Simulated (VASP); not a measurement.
## Si: single point with PBE

Si, a slab with vacuum:

```
Si
1.0
     9.47595    0.00000    0.00000
     0.00000    3.86854    0.00000
     0.00000    0.00000   14.28030
Si
4
Direct
  0.80055 0.75000 0.45517
  0.56573 0.75000 0.49403
  0.43427 0.25000 0.50597
  0.19945 0.25000 0.54483
```

| Quantity | Value |
| --- | --- |
| Program | VASP 6.6.1 |
| Task | single point |
| Functional | PBE |
| Potentials or basis | VASP PAW PBE potentials, release 64 (Si) |
| Cutoff | 520 eV |
| k mesh | 3 × 7 × 1 |
| Occupations | fermi-dirac, width 0.02 eV |
| Spin | no spin polarisation |

```
Largest force          : 0.006 eV/Å
Band gap on the k mesh : zero (bands 8 and 9 overlap by 0.34 eV)
```

Forces on the atoms (eV/Å):
```
Si  -0.005  0.000  0.001
Si   0.000  0.000 -0.002
Si   0.000  0.000  0.002
Si   0.005  0.000 -0.001
```

Levels at points of the mesh, in eV from the Fermi level:
```csv
k point,band 6,band 7,band 8,band 9,band 10,band 11
"(0.00, 0.00, 0.00)",-1.46,-1.26,-0.19,1.02,1.99,2.25
```

Run time: 100 s on 1 thread of Intel(R) Xeon(R) Platinum 8488C (Sapphire Rapids), on a shared host, peak memory 0.49 GiB.
